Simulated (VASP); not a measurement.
# BaTiO3 (Amm2) in VASP: notebook, part 2 of 2

VASP 6.6.1. Earlier steps stand in the parts before.

## (3) Single point, PBE+U (biaxial strain in the a-b plane: +4.0 %, then relaxed in part)

The input, INCAR:

```
PREC = Accurate
ENCUT = 520
EDIFF = 1E-7
ISMEAR = 0
SIGMA = 0.02
LREAL = F
LASPH = T
NELM = 150
ALGO = Normal
ISIF = 2
LWAVE = F
LCHARG = F
LMAXMIX = 4
LDAU = T
LDAUTYPE = 2
LDAUL = -1 2 -1
LDAUU = 0 4 0
LDAUJ = 0 0 0
LDAUPRINT = 1
GGA = PE
NBANDS = 51
```

The input, KPOINTS:

```
Automatic mesh
0
Gamma
  6 4 4
```

The input, POSCAR:

```
BaTiO3
1.0
    4.1674692309      0.0000000000      0.0000000000
    0.0000000000      5.9770776322      0.0000000000
    0.0000000000      0.0000000000      5.6967230907
Ba Ti O
2 2 6
Direct
    0.0000000000      0.5000000000      0.5067144959
    0.0000000000      0.0000000000      0.0067144959
    0.5000000000      0.5000000000      0.0217132597
    0.5000000000      0.0000000000      0.5217132597
    0.5000000000      0.7396346538      0.2313753075
    0.5000000000      0.2603653462      0.2313753075
    0.0000000000      0.5000000000      0.9887216292
    0.5000000000      0.2396346538      0.7313753075
    0.5000000000      0.7603653462      0.7313753075
    0.0000000000      0.0000000000      0.4887216292
```

Potentials or basis: VASP PAW PBE potentials, release 64 (Ba_sv, Ti_sv, O).

Launch:

```console
$ cat potpaw_PBE.64/Ba_sv/POTCAR potpaw_PBE.64/Ti_sv/POTCAR potpaw_PBE.64/O/POTCAR > POTCAR
$ mpirun -np 1 vasp_std > vasp.out
```

OUTCAR:

```text
PREC = Accurate
   ENCUT = 520
   EDIFF = 1E-7
   ISMEAR = 0
   LREAL = F
   LASPH = T
   NELM = 150
   ISIF = 2
   GGA = PE

 ion  position               nearest neighbor table
   1  0.000  0.500  0.507-   7 2.75   8 2.90   9 2.90   8 2.90   9 2.90   7 2.95   5 2.98   6 2.98
                             5 2.98   6 2.98  10 2.99  10 2.99   3 3.46   3 3.46   3 3.60   3 3.60
   2  0.000  0.000  0.007-  10 2.75   6 2.90   5 2.90   5 2.90   6 2.90  10 2.95   8 2.98   9 2.98
                             8 2.98   9 2.98   7 2.99   7 2.99   4 3.46   4 3.46   4 3.60   4 3.60
   3  0.500  0.500  0.022-   5 1.86   6 1.86   7 2.09   7 2.09   9 2.27   8 2.27   1 3.46   1 3.46
                             1 3.60   1 3.60   2 3.64   2 3.64   2 3.64   2 3.64
   4  0.500  0.000  0.522-   8 1.86   9 1.86  10 2.09  10 2.09   5 2.27   6 2.27   2 3.46   2 3.46
                             2 3.60   2 3.60   1 3.64   1 3.64   1 3.64   1 3.64
   5  0.500  0.740  0.231-   3 1.86   4 2.27   2 2.90   2 2.90   1 2.98   1 2.98
   6  0.500  0.260  0.231-   3 1.86   4 2.27   2 2.90   2 2.90   1 2.98   1 2.98
   7  0.000  0.500  0.989-   3 2.09   3 2.09   1 2.75   1 2.95   2 2.99   2 2.99
   8  0.500  0.240  0.731-   4 1.86   3 2.27   1 2.90   1 2.90   2 2.98   2 2.98
   9  0.500  0.760  0.731-   4 1.86   3 2.27   1 2.90   1 2.90   2 2.98   2 2.98
  10  0.000  0.000  0.489-   4 2.09   4 2.09   2 2.75   2 2.95   1 2.99   1 2.99

  LATTYP: Found a simple orthorhombic cell.
 ALAT       =     4.1674692309
 B/A-ratio  =     1.3669502461
 C/A-ratio  =     1.4342223784

  Lattice vectors:

 A1 = (  -4.1674692309,   0.0000000000,   0.0000000000)
 A2 = (   0.0000000000,   0.0000000000,   5.6967230907)
 A3 = (   0.0000000000,   5.9770776322,   0.0000000000)

Analysis of symmetry for initial positions (statically):
=====================================================================
 Subroutine PRICEL returns following result:

  LATTYP: Found a base centered orthorhombic cell.
 ALAT       =     5.6967230907
 B/A-ratio  =     1.0492132998
 C/A-ratio  =     0.7315555214

  Lattice vectors:

 A1 = (   0.0000000000,  -2.9885388161,  -2.8483615453)
 A2 = (   0.0000000000,   2.9885388161,  -2.8483615453)
 A3 = (   4.1674692309,   0.0000000000,   0.0000000000)

   2 primitive cells build up your supercell.

 Routine SETGRP: Setting up the symmetry group for a
 simple orthorhombic supercell.

 Subroutine GETGRP returns: Found  4 space group operations
 (whereof  4 operations were pure point group operations)
 out of a pool of  8 trial point group operations.

The static configuration has the point symmetry C_2v.

Analysis of symmetry for dynamics (positions and initial velocities):
=====================================================================
 Subroutine PRICEL returns following result:

  LATTYP: Found a base centered orthorhombic cell.
 ALAT       =     5.6967230907
 B/A-ratio  =     1.0492132998
[... 195 lines left out ...]
  o =  0.2204  v =  0.0000  0.0000  0.0000  0.0000  0.0000  0.0000  0.0000 -0.3393 -0.0000  0.9407      0.0000  0.0000  0.0000  0.0000  0.0000  0.0000  0.0000  0.0000  0.0000  0.0000
  o =  0.2485  v =  0.0000  0.0000  0.0000  0.0000  0.0000  0.0000  1.0000  0.0000  0.0000 -0.0000      0.0000  0.0000  0.0000  0.0000  0.0000  0.0000  0.0000  0.0000  0.0000  0.0000
  o =  0.2485  v =  0.0000  1.0000  0.0000  0.0000 -0.0000  0.0000  0.0000  0.0000  0.0000  0.0000      0.0000  0.0000  0.0000  0.0000  0.0000  0.0000  0.0000  0.0000  0.0000  0.0000

atom =   4  type =  2  l = 2

 onsite density matrix

spin component  1

  0.1073 -0.0000 -0.0000 -0.0000  0.0000
 -0.0000  0.2485  0.0000 -0.0000 -0.0000
 -0.0000  0.0000  0.1335 -0.0000 -0.0313
 -0.0000 -0.0000 -0.0000  0.1040 -0.0000
  0.0000 -0.0000 -0.0313 -0.0000  0.2091

spin component  2

  0.1073 -0.0000 -0.0000 -0.0000  0.0000
 -0.0000  0.2485  0.0000 -0.0000 -0.0000
 -0.0000  0.0000  0.1335 -0.0000 -0.0313
 -0.0000 -0.0000 -0.0000  0.1040 -0.0000
  0.0000 -0.0000 -0.0313 -0.0000  0.2091

 occupancies and eigenvectors

  o =  0.1040  v =  0.0000 -0.0000 -0.0000  1.0000  0.0000  0.0000  0.0000  0.0000  0.0000  0.0000      0.0000  0.0000  0.0000  0.0000  0.0000  0.0000  0.0000  0.0000  0.0000  0.0000
  o =  0.1040  v =  0.0000  0.0000  0.0000  0.0000  0.0000  0.0000 -0.0000 -0.0000  1.0000  0.0000      0.0000  0.0000  0.0000  0.0000  0.0000  0.0000  0.0000  0.0000  0.0000  0.0000
  o =  0.1073  v =  1.0000  0.0000  0.0000  0.0000  0.0000  0.0000  0.0000  0.0000  0.0000  0.0000      0.0000  0.0000  0.0000  0.0000  0.0000  0.0000  0.0000  0.0000  0.0000  0.0000
  o =  0.1073  v =  0.0000  0.0000  0.0000  0.0000  0.0000  1.0000  0.0000  0.0000  0.0000  0.0000      0.0000  0.0000  0.0000  0.0000  0.0000  0.0000  0.0000  0.0000  0.0000  0.0000
  o =  0.1222  v =  0.0000  0.0000  0.0000  0.0000  0.0000  0.0000  0.0000 -0.9407 -0.0000 -0.3393      0.0000  0.0000  0.0000  0.0000  0.0000  0.0000  0.0000  0.0000  0.0000  0.0000
  o =  0.1222  v =  0.0000  0.0000 -0.9407 -0.0000 -0.3393  0.0000  0.0000  0.0000  0.0000  0.0000      0.0000  0.0000  0.0000  0.0000  0.0000  0.0000  0.0000  0.0000  0.0000  0.0000
  o =  0.2204  v =  0.0000 -0.0000 -0.3393 -0.0000  0.9407  0.0000  0.0000  0.0000  0.0000  0.0000      0.0000  0.0000  0.0000  0.0000  0.0000  0.0000  0.0000  0.0000  0.0000  0.0000
  o =  0.2204  v =  0.0000  0.0000  0.0000  0.0000  0.0000  0.0000 -0.0000 -0.3393 -0.0000  0.9407      0.0000  0.0000  0.0000  0.0000  0.0000  0.0000  0.0000  0.0000  0.0000  0.0000
  o =  0.2485  v =  0.0000  0.0000  0.0000  0.0000  0.0000  0.0000  1.0000 -0.0000  0.0000  0.0000      0.0000  0.0000  0.0000  0.0000  0.0000  0.0000  0.0000  0.0000  0.0000  0.0000
  o =  0.2485  v =  0.0000  1.0000 -0.0000  0.0000  0.0000  0.0000  0.0000  0.0000  0.0000  0.0000      0.0000  0.0000  0.0000  0.0000  0.0000  0.0000  0.0000  0.0000  0.0000  0.0000

 number of electron      80.0000005 magnetization

 Free energy of the ion-electron system (eV)
  ---------------------------------------------------
  ext. energy  EPLUGINS =         0.00000000
  ---------------------------------------------------
  free energy    TOTEN  =       -74.31763807 eV

  energy without entropy =      -74.31763807  energy(sigma->0) =      -74.31763807

 E-fermi :   3.4531     XC(G=0): -10.7154

 val. band max:        3.2536349347   @ k =   0.5000   0.0000   0.0000
 cond. band min:       5.7592623932   @ k =   0.0000   0.0000   0.0000
 fundamental gap:      2.5056274584
 Fermi energy:         3.4531443880

 k-point     1 :       0.0000    0.0000    0.0000
  band No.  band energies     occupation
      1     -54.5356      2.00000
      2     -54.5345      2.00000
      3     -30.7823      2.00000
      4     -30.7571      2.00000
      5     -30.7171      2.00000
      6     -30.6883      2.00000
[... 1285 lines left out ...]
     50       9.7356      0.00000
     51      10.4436      0.00000

 [... further k-points ...]

------------------------ aborting loop because EDIFF is reached ----------------------------------------

  FORCE on cell =-STRESS in cart. coord.  units (eV):
  Direction    XX          YY          ZZ          XY          YZ          ZX
  --------------------------------------------------------------------------------------
  -------------------------------------------------------------------------------------
  Total       -7.0463446     -5.9051876      2.7605842      0.0000000      0.0000000      0.0000000
  in kB      -79.5587681    -66.6742088     31.1691658      0.0000000      0.0000000      0.0000000
  external PRESSURE =     -38.3546037 kB  Pullay stress =       0.0000000 kB

 VOLUME and BASIS-vectors are now :
 -----------------------------------------------------------------------------
  energy-cutoff  :      520.00
  volume of cell :      141.90
      direct lattice vectors                 reciprocal lattice vectors
     4.167469231  0.000000000  0.000000000     0.239953781  0.000000000  0.000000000
     0.000000000  5.977077632  0.000000000     0.000000000  0.167305841  0.000000000
     0.000000000  0.000000000  5.696723091     0.000000000  0.000000000  0.175539514

 POSITION                                       TOTAL-FORCE (eV/Angst)
 -----------------------------------------------------------------------------------
      0.00000      2.98854      2.88661        -0.000000      0.000000     -0.041773
      0.00000      0.00000      0.03825        -0.000000     -0.000000     -0.041773
      2.08373      2.98854      0.12369         0.000000     -0.000000     -0.741885
      2.08373      0.00000      2.97206         0.000000      0.000000     -0.741885
      2.08373      4.42085      1.31808         0.000000      0.411061      0.377304
      2.08373      1.55622      1.31808        -0.000000     -0.411061      0.377304
      0.00000      2.98854      5.63247         0.000000      0.000000      0.029050
      2.08373      1.43231      4.16644         0.000000      0.411061      0.377304
      2.08373      4.54476      4.16644        -0.000000     -0.411061      0.377304
      0.00000      0.00000      2.78411         0.000000      0.000000      0.029050
 -----------------------------------------------------------------------------------
    total drift:                                0.000000      0.000000      0.000719

  FREE ENERGIE OF THE ION-ELECTRON SYSTEM (eV)
  ---------------------------------------------------
  free  energy   TOTEN  =       -74.3176380675 eV

  energy  without entropy=      -74.3176380675  energy(sigma->0) =      -74.31763807
```

Wall time 5 min (1 thread of Intel Xeon Platinum 8375C at 2.90GHz (Ice Lake), shared host); peak memory 0.38 GiB.

Results:

| Property | Result |
| --- | --- |
| Free energy | -74.3176 eV |
| Pressure | -3.8 GPa |
| Largest force | 0.742 eV/Å |
| Band gap on the k mesh | 2.51 eV |

Forces on the atoms (eV/Å):
```
Ba   0.000  0.000 -0.042
Ba   0.000  0.000 -0.042
Ti   0.000  0.000 -0.742
Ti   0.000  0.000 -0.742
O    0.000  0.411  0.377
O    0.000 -0.411  0.377
O    0.000  0.000  0.029
O    0.000  0.411  0.377
O    0.000 -0.411  0.377
O    0.000  0.000  0.029
```

Stress tensor (GPa, compression positive):
```
-7.96  0.00  0.00
 0.00 -6.67  0.00
 0.00  0.00  3.12
```

Eigenvalues of the final occupation matrices:
```tsv
site	spin	trace	eigenvalues
site 3 d	1	0.80	0.10 0.11 0.12 0.22 0.25
site 3 d	2	0.80	0.10 0.11 0.12 0.22 0.25
site 4 d	1	0.80	0.10 0.11 0.12 0.22 0.25
site 4 d	2	0.80	0.10 0.11 0.12 0.22 0.25
```

Caveat: the cell differs from its parent crystal (biaxial strain in the a-b plane: +4.0 %, then relaxed in part); the cell stands under tension; spin-orbit coupling is left out, which moves the levels of the heavy elements. A k mesh can miss the band edges.

## (4) Single point, PBE+U

This run uses another cell than the first one, of 13.73 Å³/atom.

The input, INCAR:

```
PREC     = Accurate       # precision mode
ENCUT    = 520            # plane-wave cutoff, eV
EDIFF    = 1E-6           # SCF threshold, eV
ISMEAR   = 0              # smearing method
SIGMA    = 0.02           # smearing width, eV
LREAL    = False          # projectors in reciprocal space
LASPH    = True           # aspherical terms in the spheres
NELM     = 150            # most SCF steps
ALGO     = Normal         # electronic algorithm
ISIF     = 2              # what is computed and relaxed
LWAVE    = False          # write WAVECAR
LCHARG   = False          # write CHGCAR
LMAXMIX  = 4              # l up to which the mixer works
LDAU     = True           # DFT+U
LDAUTYPE = 2            
LDAUL    = -1 2 -1        # shell
LDAUU    = 0 4 0          # U, eV
LDAUJ    = 0 0 0        
LDAUPRINT= 1            
GGA      = PE             # functional
NBANDS   = 51             # bands
```

KPOINTS is that of step 3.

The input, POSCAR:

```
BaTiO3
1.0
    4.0873255918      0.0000000000      0.0000000000
    0.0000000000      5.8621338316      0.0000000000
    0.0000000000      0.0000000000      5.7311942734
Ba Ti O
2 2 6
Direct
    0.0000000000      0.5000000000      0.5058156610
    0.0000000000      0.0000000000      0.0058156610
    0.5000000000      0.5000000000      0.0190568882
    0.5000000000      0.0000000000      0.5190568882
    0.5000000000      0.7424549481      0.2331637311
    0.5000000000      0.2575450519      0.2331637311
    0.0000000000      0.5000000000      0.9886999886
    0.5000000000      0.2424549481      0.7331637311
    0.5000000000      0.7575450519      0.7331637311
    0.0000000000      0.0000000000      0.4886999886
```

Launch:

```console
$ cat potpaw_PBE.64/Ba_sv/POTCAR potpaw_PBE.64/Ti_sv/POTCAR potpaw_PBE.64/O/POTCAR > POTCAR
$ mpirun -np 1 vasp_std > vasp.out
```

It took 6.5 min on 1 thread of AMD EPYC 7R13 (Zen 3), shared host; peak memory 0.35 GiB.

The run converged. Its results:

* Free energy: -74.5624 eV
* Pressure: -0.6 GPa
* Largest force: 0.668 eV/Å
* Band gap on the k mesh: 2.54 eV

Forces in eV/Å, atoms in the order of the input:
```
Ba   0.000  0.000 -0.041
Ba   0.000  0.000 -0.041
Ti   0.000  0.000 -0.668
Ti   0.000  0.000 -0.668
O    0.000  0.357  0.343
O    0.000 -0.357  0.343
O    0.000  0.000  0.022
O    0.000  0.357  0.343
O    0.000 -0.357  0.343
O    0.000  0.000  0.022
```

Stress tensor (GPa, compression positive):
```
-3.00  0.00  0.00
 0.00 -2.09  0.00
 0.00  0.00  3.22
```

Levels at points of the mesh, in eV from the valence-band top:
```tsv
k point	band 36	band 37	band 38	band 39	band 40	band 41	band 42	band 43	band 44	band 45
(0.00, 0.00, 0.00)	-0.85	-0.55	-0.52	-0.49	-0.23	2.54	2.55	2.73	3.88	3.93
(0.50, 0.00, 0.00)	-1.22	-1.10	-0.16	-0.06	0.00	2.85	3.71	3.90	4.00	4.30
(0.00, 0.50, 0.00)	-1.12	-0.99	-0.99	-0.56	-0.56	3.19	3.19	3.34	3.34	3.44
(0.50, 0.50, 0.00)	-0.83	-0.60	-0.60	-0.48	-0.48	3.53	3.53	3.92	3.92	4.12
(0.00, 0.00, 0.50)	-1.08	-0.96	-0.96	-0.73	-0.73	3.24	3.24	3.35	3.35	3.46
(0.50, 0.00, 0.50)	-1.12	-0.67	-0.67	-0.44	-0.44	3.70	3.70	3.93	3.93	4.10
(0.00, 0.50, 0.50)	-1.65	-0.97	-0.97	-0.85	-0.85	2.68	2.68	3.84	3.84	3.88
(0.50, 0.50, 0.50)	-1.04	-0.99	-0.99	-0.11	-0.11	3.83	3.83	3.89	3.89	4.23
```

Eigenvalues of the final occupation matrices:
| site | spin | trace | eigenvalues |
| --- | --- | --- | --- |
| site 3 d | 1 | 0.80 | 0.11 0.11 0.12 0.23 0.25 |
| site 3 d | 2 | 0.80 | 0.11 0.11 0.12 0.23 0.25 |
| site 4 d | 1 | 0.80 | 0.11 0.11 0.12 0.23 0.25 |
| site 4 d | 2 | 0.80 | 0.11 0.11 0.12 0.23 0.25 |

Caveat: spin-orbit coupling is left out, which moves the levels of the heavy elements.

## (5) The runs side by side

```tsv
cell	gap on the mesh (eV)	pressure (GPa)	largest force (eV/Å)
a = 4.167, b = 5.977, c = 5.635 Å, 10 atoms, atomic positions A	2.36	-3.6	0.59
a = 4.167, b = 5.977, c = 5.697 Å, 10 atoms, atomic positions B	2.51	-3.8	0.74
a = 4.087, b = 5.862, c = 5.731 Å, 10 atoms, atomic positions A	2.54	-0.6	0.67
```

Alike in all rows: task single point; level PBE+U; potentials or basis VASP PAW PBE potentials, release 64 (Ba_sv, Ti_sv, O); no spin polarisation; Ti d U = 4.0 eV; k mesh 6 × 4 × 4; cutoff (eV) 520; smearing gaussian 0.02 eV.

Caveats: spin-orbit coupling is left out, which moves the levels of the heavy elements; the cell stands under tension (at least some runs).

Total energies depend on the potentials used, so only differences within one code and one set of settings carry meaning.
